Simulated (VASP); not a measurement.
# ReRhO (P4/mmm) in VASP: notebook

The runs below take ReRhO through relaxation of cell and atoms, single point, with PBE.

Program: VASP 6.6.1. These are calculated values, not measurements. Logs are shortened: lines on timing, memory, paths and dates and some standing lists are left out, and cuts for length are marked.

## 1. The cell of the first run

Symmetry: P4/mmm, No. 123, tetragonal system. Conventional cell: a = 3.587 Å, b = 3.587 Å, c = 3.738 Å, α = 90.00°, β = 90.00°, γ = 90.00°. Re (site symmetry 4/mmm) has 2 O at 1.87 Å and 4 Rh at 2.54 Å within 2.6 Å. Rh (site symmetry 4/mmm) has 4 Re at 2.54 Å and 8 O at 3.15 Å within 3.3 Å. Within 2.5 Å of O (site symmetry 4/mmm) lie 2 Re at 1.87 Å.

The cell was generated, and may not be a known phase.

## 2. Relaxation of cell and atoms, PBE

INCAR

```
SYSTEM = ReRhO
PREC     = Accurate       ! precision mode
ENCUT    = 600            ! plane-wave cutoff, eV
EDIFF    = 1E-6           ! SCF threshold, eV
ISMEAR   = 0              ! smearing method
SIGMA    = 0.1            ! smearing width, eV
LREAL    = .FALSE.        ! projectors in reciprocal space
LASPH    = .TRUE.         ! aspherical terms in the spheres
NELM     = 80             ! most SCF steps
ALGO     = Normal         ! electronic algorithm
ISIF     = 3              ! what is computed and relaxed
LWAVE    = .FALSE.        ! write WAVECAR
LCHARG   = .FALSE.        ! write CHGCAR
GGA      = PE             ! functional
IBRION   = 2              ! ionic algorithm
NSW      = 90             ! ionic steps
EDIFFG   = -0.04          ! ionic threshold
```

KPOINTS

```
regular mesh
0
G
  6 6 6
  0 0 0
```

POSCAR

```
ReRhO
1.0
    3.5865541922      0.0000000000      0.0000000000
    0.0000000000      3.5865541922      0.0000000000
    0.0000000000      0.0000000000      3.7381177132
Re Rh O
1 1 1
Direct
    0.5000000000      0.5000000000      0.0000000000
    0.0000000000      0.0000000000      0.0000000000
    0.5000000000      0.5000000000      0.5000000000
```

Potentials or basis: VASP PAW PBE potentials, release 64 (Re, Rh_pv, O).

Launch:

```
cat potpaw_PBE.64/Re/POTCAR potpaw_PBE.64/Rh_pv/POTCAR potpaw_PBE.64/O/POTCAR > POTCAR
mpirun -np 1 vasp_std > vasp.out
```

OUTCAR:

```text
SYSTEM = ReRhO
   PREC = Accurate
   ENCUT = 600
   EDIFF = 1E-6
   ISMEAR = 0
   LREAL = .FALSE.
   LASPH = .TRUE.
   NELM = 80
   ISIF = 3
   GGA = PE
   IBRION = 2
   NSW = 90
   EDIFFG = -0.04

 ion  position               nearest neighbor table
   1  0.500  0.500  0.000-   3 1.87   3 1.87   2 2.54   2 2.54   2 2.54   2 2.54
   2  0.000  0.000  0.000-   1 2.54   1 2.54   1 2.54   1 2.54
   3  0.500  0.500  0.500-   1 1.87   1 1.87

  LATTYP: Found a simple tetragonal cell.
 ALAT       =     3.5865541922
 C/A-ratio  =     1.0422588125

  Lattice vectors:

 A1 = (   3.5865541922,   0.0000000000,   0.0000000000)
 A2 = (   0.0000000000,   3.5865541922,   0.0000000000)
 A3 = (   0.0000000000,   0.0000000000,   3.7381177132)

Analysis of symmetry for initial positions (statically):
=====================================================================
 Subroutine PRICEL returns:
 Original cell was already a primitive cell.

 Routine SETGRP: Setting up the symmetry group for a
 simple tetragonal supercell.

 Subroutine GETGRP returns: Found 16 space group operations
 (whereof 16 operations were pure point group operations)
 out of a pool of 16 trial point group operations.

The static configuration has the point symmetry D_4h.

Analysis of symmetry for dynamics (positions and initial velocities):
=====================================================================
 Subroutine PRICEL returns:
 Original cell was already a primitive cell.

 Routine SETGRP: Setting up the symmetry group for a
 simple tetragonal supercell.

 Subroutine GETGRP returns: Found 16 space group operations
 (whereof 16 operations were pure point group operations)
 out of a pool of 16 trial point group operations.

The dynamic configuration has the point symmetry D_4h.

 Subroutine INISYM returns: Found 16 space group operations
 (whereof 16 operations are pure point group operations),
 and found     1 'primitive' translations

----------------------------------------------------------------------------------------

                                     Primitive cell

  volume of cell :      48.0848

  direct lattice vectors                    reciprocal lattice vectors
     3.586554192  0.000000000  0.000000000     0.278819152  0.000000000  0.000000000
     0.000000000  3.586554192  0.000000000     0.000000000  0.278819152  0.000000000
     0.000000000  0.000000000  3.738117713     0.000000000  0.000000000  0.267514315

  length of vectors
     3.586554192  3.586554192  3.738117713     0.278819152  0.278819152  0.267514315

  position of ions in fractional coordinates (direct lattice)
     0.500000000  0.500000000  0.000000000
     0.000000000  0.000000000  0.000000000
     0.500000000  0.500000000  0.500000000

  ion indices of the primitive-cell ions
   primitive index   ion index
                 1           1
                 2           2
                 3           3

----------------------------------------------------------------------------------------

 KPOINTS: regular mesh

Automatic generation of k-mesh.
 Grid dimensions read from file:
 generate k-points for:    6    6    6

 Generating k-lattice:

  Cartesian coordinates                     Fractional coordinates (reciprocal lattice)
     0.046469859  0.000000000  0.000000000     0.166666667  0.000000000  0.000000000
     0.000000000  0.046469859  0.000000000     0.000000000  0.166666667  0.000000000
     0.000000000  0.000000000  0.044585719     0.000000000  0.000000000  0.166666667

  Length of vectors
     0.046469859  0.046469859  0.044585719

  Shift w.r.t. Gamma in fractional coordinates (k-lattice)
     0.000000000  0.000000000  0.000000000

 Subroutine IBZKPT returns following result:
 ===========================================

 Found     40 irreducible k-points:

 Following reciprocal coordinates:
            Coordinates               Weight
  0.000000  0.000000  0.000000      1.000000
  0.166667  0.000000  0.000000      4.000000
  0.333333  0.000000  0.000000      4.000000
  0.500000  0.000000  0.000000      2.000000
  0.166667  0.166667  0.000000      4.000000
  0.333333  0.166667  0.000000      8.000000
[... 16 lines left out ...]
  0.333333  0.000000  0.333333      8.000000
  0.500000  0.000000  0.333333      4.000000
 [... further k-points ...]
   k-points           NKPTS =     40   k-points in BZ     NKDIM =     40   number of bands    NBANDS=     18
   number of dos      NEDOS =    301   number of ions     NIONS =      3
   total plane-waves  NPLWV =  27000
   dimension x,y,z NGX =    30 NGY =   30 NGZ =   30
   dimension x,y,z NGXF=    60 NGYF=   60 NGZF=   60
   ions per type =               1   1   1
   NGX,Y,Z   is equivalent  to a cutoff of  13.91, 13.91, 13.34 a.u.
   NGXF,Y,Z  is equivalent  to a cutoff of  27.81, 27.81, 26.68 a.u.
 SYSTEM =  ReRhO
   PREC   = accura    normal or accurate (medium, high low for compatibility)
   ISTART =      0    job   : 0-new  1-cont  2-samecut
   ICHARG =      2    charge: 1-file 2-atom 10-const
   ISPIN  =      1    spin polarized calculation?
   LNONCOLLINEAR =      F non collinear calculations
   LSORBIT =      F    spin-orbit coupling
   LASPH  =      T    aspherical Exc in radial PAW
   ENCUT  =  600.0 eV  44.10 Ry    6.64 a.u.   7.16  7.16  7.47*2*pi/ulx,y,z
   NELM   =     80;   NELMIN=  2; NELMDL= -5     # of ELM steps
   EDIFF  = 0.1E-05   stopping-criterion for ELM
   LREAL  =      F    real-space projection
   EDIFFG = -.4E-01   stopping-criterion for IOM
   NSW    =     90    number of steps for IOM
   IBRION =      2    ionic relax: 0-MD 1-quasi-New 2-CG
   NFREE  =      1    steps in history (QN), initial steepest desc. (CG)
   ISIF   =      3    stress and relaxation
   ISYM   =      2    0-nonsym 1-usesym 2-fastsym
   POTIM  = 0.5000    time-step for ionic-motion
   TEBEG  =    0.0;   TEEND  =   0.0 temperature during run
   PSTRESS=    0.0 pullay stress
   NELECT =      28.0000    total number of electrons
   NUPDOWN=      -1.0000    fix difference up-down
   EMIN   =  10.00;   EMAX   =-10.00  energy-range for DOS
   EFERMI =   0.00;   METHOD = LEGACY
   ISMEAR =     0;   SIGMA  =   0.10  broadening in eV -4-tet -1-fermi 0-gaus
   EFERMI_NEDOS =   21; number of points for ismear=-14 and -15
   IALGO  =     38    algorithm
   IMIX   =      4    mixing-type and parameters
     AMIX     =   0.40;   BMIX     =  1.00
     AMIX_MAG =   1.60;   BMIX_MAG =  1.00
  volume/ion in A,a.u.               =      16.03       108.16
  Fermi-wavevector in a.u.,A,eV,Ry     =   1.367073  2.583393 25.427759  1.868888
  Thomas-Fermi vector in A             =   2.493157
   LORBIT       =      0    0 simple, 1 ext, 2 COOP (PROOUT), +10 PAW based schemes
   GGA     = PE    functional components
   LHFCALC =     F    Hartree Fock is set to
   AEXX    =    0.0000 exact exchange contribution
   IVDW    =     0    specifies the selected vdW correction
   LEPSILON=     F    determine dielectric tensor
   LRPA    =     F    only Hartree local field effects (RPA)
 conjugate gradient relaxation of ions
 non-spin polarized calculation
 Gauss-broadening in eV      SIGMA  =   0.10
  energy-cutoff  :      600.00
  volume of cell :       48.08
 maximum number of plane-waves:      1618
 NGX is ok and might be reduce to    30
   NGX = 15   NGY = 15   NGZ = 15

--------------------------------------- Ionic step        1  -------------------------------------------

 number of electron      27.9999995 magnetization

 Free energy of the ion-electron system (eV)
  ---------------------------------------------------
  ext. energy  EPLUGINS =         0.00000000
  ---------------------------------------------------
  free energy    TOTEN  =       -24.33545280 eV

  energy without entropy =      -24.31927028  energy(sigma->0) =      -24.32736154

------------------------ aborting loop because EDIFF is reached ----------------------------------------

  FORCE on cell =-STRESS in cart. coord.  units (eV):
  Direction    XX          YY          ZZ          XY          YZ          ZX
  --------------------------------------------------------------------------------------
  -------------------------------------------------------------------------------------
  Total       -0.2853200     -0.2853200      1.8125056      0.0000000      0.0000000     -0.0000000
  in kB       -9.5068153     -9.5068153     60.3923852      0.0000000      0.0000000     -0.0000000
  external PRESSURE =      13.7929182 kB  Pullay stress =       0.0000000 kB
[... 170 lines left out ...]
  energy  without entropy=      -24.3272664993  energy(sigma->0) =      -24.33557846

--------------------------------------- Ionic step        6  -------------------------------------------

 number of electron      27.9999997 magnetization

 Free energy of the ion-electron system (eV)
  ---------------------------------------------------
  ext. energy  EPLUGINS =         0.00000000
  ---------------------------------------------------
  free energy    TOTEN  =       -24.34427370 eV

  energy without entropy =      -24.32758881  energy(sigma->0) =      -24.33593126

 E-fermi :   5.4623     XC(G=0): -11.3999

 val. band max:        5.4559940149   @ k =   0.1667   0.0000   0.5000
 cond. band min:       5.4869022397   @ k =   0.5000   0.0000   0.0000
 fundamental gap:      0.0309082248
 Fermi energy:         5.4622726150

 k-point     1 :       0.0000    0.0000    0.0000
  band No.  band energies     occupation
      1     -40.8519      2.00000
      2     -40.8519      2.00000
      3     -40.1287      2.00000
      4     -14.7941      2.00000
      5      -1.0062      2.00000
      6      -0.2678      2.00000
[... 10 lines left out ...]
     17       9.5821      0.00000
     18       9.7785      0.00000
[... 466 lines left out ...]
      2     -40.8653      2.00000
      3     -40.1330      2.00000
      4     -13.7894      2.00000
      5      -2.7031      2.00000
      6      -0.8739      2.00000
[... 10 lines left out ...]
     17       6.9574      0.00000
     18       7.1928      0.00000

 [... further k-points ...]
[... 5 lines left out ...]
  --------------------------------------------------------------------------------------
  -------------------------------------------------------------------------------------
  Total        0.0044404      0.0044404      0.0013000      0.0000000      0.0000000      0.0000000
  in kB        0.1477485      0.1477485      0.0432564      0.0000000      0.0000000      0.0000000
  external PRESSURE =       0.1129178 kB  Pullay stress =       0.0000000 kB
[... 18 lines left out ...]
  FREE ENERGIE OF THE ION-ELECTRON SYSTEM (eV)
  ---------------------------------------------------
  free  energy   TOTEN  =       -24.3442737049 eV

  energy  without entropy=      -24.3275888144  energy(sigma->0) =      -24.33593126

 reached required accuracy - stopping structural energy minimisation
```

Run time: 87 s. Hardware: 1 thread of Intel Xeon 6975P-C (Granite Rapids), shared host; peak memory 0.21 GiB.

What came out:

* Free energy: -24.3443 eV
* Relaxed volume: 16.05 Å³/atom
* Relaxed cell: a = 3.573 Å, b = 3.573 Å, c = 3.771 Å, α = 90.00°, β = 90.00°, γ = 90.00°
* Space group after relaxing (to 0.1 Å): P4/mmm (No. 123)
* Energy gained by relaxing: 2.9 meV/atom
* Ionic steps: 6
* Pressure after relaxing: 0.0 GPa
* Band gap on the k mesh: zero (bands 14 and 15 overlap by 3.18 eV)

Step by step:
```tsv
step	energy change (eV)	largest force (eV/Å)	pressure (GPa)	volume (Å³)
1	0.0000	0.0000	1.38	48.08
2	0.0318	0.0000	-4.85	49.03
3	-0.0082	0.0000	-0.76	48.38
4	-0.0082	0.0000	-0.71	48.37
5	-0.0084	0.0000	0.57	47.98
6	-0.0088	0.0000	0.01	48.15
```

Final structure:
```yaml
crystal:
  lattice:
    - [3.57343, 0.00000, 0.00000]
    - [0.00000, 3.57343, 0.00000]
    - [0.00000, 0.00000, 3.77083]
  atoms:
    - { symbol: Re, position: [0.50000, 0.50000, 0.00000] }
    - { symbol: Rh, position: [0.00000, 0.00000, 0.00000] }
    - { symbol: O, position: [0.50000, 0.50000, 0.50000] }
```

Levels at points of the mesh, in eV from the Fermi level:
| k point | band 10 | band 11 | band 12 | band 13 | band 14 | band 15 | band 16 | band 17 | band 18 |
| --- | --- | --- | --- | --- | --- | --- | --- | --- | --- |
| (0.00, 0.00, 0.00) | -3.95 | -2.56 | -2.56 | -1.73 | 0.56 | 0.56 | 1.92 | 4.12 | 4.32 |
| (0.50, 0.00, 0.00) | -2.18 | -1.94 | -1.70 | -1.57 | -1.44 | -1.30 | -1.02 | 0.02 | 0.97 |
| (0.50, 0.50, 0.00) | -3.55 | -3.55 | -1.46 | -1.32 | 0.07 | 0.95 | 0.95 | 2.94 | 2.94 |
| (0.00, 0.00, 0.50) | -5.21 | -1.19 | -1.19 | 0.05 | 1.72 | 1.94 | 2.52 | 2.52 | 4.13 |
| (0.50, 0.00, 0.50) | -2.51 | -2.19 | -1.60 | -1.54 | -1.12 | 0.29 | 1.41 | 1.82 | 2.19 |
| (0.50, 0.50, 0.50) | -1.45 | -1.24 | -1.24 | 0.11 | 0.28 | 2.34 | 2.34 | 2.57 | 2.57 |

Caveat: spin-orbit coupling is left out, which moves the levels of the heavy elements.

## 3. Single point, PBE

This run uses another cell than the first one, of 15.98 Å³/atom.

INCAR

```
PREC     = Accurate       # precision mode
ENCUT    = 520            # plane-wave cutoff, eV
EDIFF    = 1E-7           # SCF threshold, eV
ISMEAR   = 0              # smearing method
SIGMA    = 0.1            # smearing width, eV
LREAL    = F              # projectors in reciprocal space
LASPH    = T              # aspherical terms in the spheres
NELM     = 100            # most SCF steps
ALGO     = Normal         # electronic algorithm
ISIF     = 2              # what is computed and relaxed
LWAVE    = F              # write WAVECAR
LCHARG   = F              # write CHGCAR
GGA      = PE             # functional
NBANDS   = 21             # bands
```

KPOINTS

```
Automatic mesh
0
Gamma
  14 14 12
```

POSCAR

```
ReRhO
1.0
    3.5757245841      0.0000000000      0.0000000000
    0.0000000000      3.5757245841      0.0000000000
    0.0000000000      0.0000000000      3.7499210336
Re Rh O
1 1 1
Direct
    0.5000000000      0.5000000000      0.0000000000
    0.0000000000      0.0000000000      0.0000000000
    0.5000000000      0.5000000000      0.5000000000
```

Potentials or basis: VASP PAW PBE potentials, release 64 (Re, Rh_pv, O).

Launch:

```
cat potpaw_PBE.64/Re/POTCAR potpaw_PBE.64/Rh_pv/POTCAR potpaw_PBE.64/O/POTCAR > POTCAR
mpirun -np 1 vasp_std > vasp.out
```

OUTCAR:

```text
PREC = Accurate
   ENCUT = 520
   EDIFF = 1E-7
   ISMEAR = 0
   LREAL = F
   LASPH = T
   NELM = 100
   ISIF = 2
   GGA = PE

 ion  position               nearest neighbor table
   1  0.500  0.500  0.000-   3 1.87   3 1.87   2 2.53   2 2.53   2 2.53   2 2.53
   2  0.000  0.000  0.000-   1 2.53   1 2.53   1 2.53   1 2.53
   3  0.500  0.500  0.500-   1 1.87   1 1.87

  LATTYP: Found a simple tetragonal cell.
 ALAT       =     3.5757245841
 C/A-ratio  =     1.0487164057

  Lattice vectors:

 A1 = (   3.5757245841,   0.0000000000,   0.0000000000)
 A2 = (   0.0000000000,   3.5757245841,   0.0000000000)
 A3 = (   0.0000000000,   0.0000000000,   3.7499210336)

Analysis of symmetry for initial positions (statically):
=====================================================================
 Subroutine PRICEL returns:
 Original cell was already a primitive cell.

 Routine SETGRP: Setting up the symmetry group for a
 simple tetragonal supercell.

 Subroutine GETGRP returns: Found 16 space group operations
 (whereof 16 operations were pure point group operations)
 out of a pool of 16 trial point group operations.

[... 158 lines left out ...]
  ---------------------------------------------------
  ext. energy  EPLUGINS =         0.00000000
  ---------------------------------------------------
  free energy    TOTEN  =       -24.36324454 eV

  energy without entropy =      -24.35152008  energy(sigma->0) =      -24.35738231

 E-fermi :   5.5893     XC(G=0): -11.4201

 val. band max:        5.5880561335   @ k =   0.4286   0.1429   0.2500
 cond. band min:       5.5902070093   @ k =   0.0714   0.0714   0.5000
 fundamental gap:      0.0021508759
 Fermi energy:         5.5892714743

 k-point     1 :       0.0000    0.0000    0.0000
  band No.  band energies     occupation
      1     -40.7553      2.00000
      2     -40.7553      2.00000
      3     -40.0401      2.00000
      4     -14.8758      2.00000
      5      -0.9266      2.00000
      6      -0.1656      2.00000
[... 565 lines left out ...]
     20      14.7952      0.00000
     21      16.3750      0.00000

 [... further k-points ...]
[... 5 lines left out ...]
  --------------------------------------------------------------------------------------
  -------------------------------------------------------------------------------------
  Total        0.0300225      0.0300225      1.3174978      0.0000000      0.0000000     -0.0000000
  in kB        1.0032462      1.0032462     44.0261035      0.0000000      0.0000000     -0.0000000
  external PRESSURE =      15.3441986 kB  Pullay stress =       0.0000000 kB

 VOLUME and BASIS-vectors are now :
 -----------------------------------------------------------------------------
  energy-cutoff  :      520.00
  volume of cell :       47.95
      direct lattice vectors                 reciprocal lattice vectors
     3.575724584  0.000000000  0.000000000     0.279663597  0.000000000  0.000000000
     0.000000000  3.575724584  0.000000000     0.000000000  0.279663597  0.000000000
     0.000000000  0.000000000  3.749921034     0.000000000  0.000000000  0.266672282

 POSITION                                       TOTAL-FORCE (eV/Angst)
 -----------------------------------------------------------------------------------
      1.78786      1.78786      0.00000         0.000000      0.000000      0.000000
      0.00000      0.00000      0.00000         0.000000      0.000000      0.000000
      1.78786      1.78786      1.87496         0.000000      0.000000      0.000000
 -----------------------------------------------------------------------------------
    total drift:                               -0.000000      0.000000     -0.000000

  FREE ENERGIE OF THE ION-ELECTRON SYSTEM (eV)
  ---------------------------------------------------
  free  energy   TOTEN  =       -24.3632445417 eV

  energy  without entropy=      -24.3515200823  energy(sigma->0) =      -24.35738231
```

Wall time 2 min (1 thread of Intel Xeon 6975P-C (Granite Rapids), shared host); peak memory 0.37 GiB.

Results:

* Free energy: -24.3632 eV
* Pressure: 1.5 GPa
* Band gap on the k mesh: zero (bands 14 and 15 overlap by 3.27 eV)

Stress tensor (GPa, compression positive):
```
0.10 0.00 0.00
0.00 0.10 0.00
0.00 0.00 4.40
```

Caveat: spin-orbit coupling is left out, which moves the levels of the heavy elements.

The gap in the log of VASP goes by the Fermi energy; the results here count the filled bands.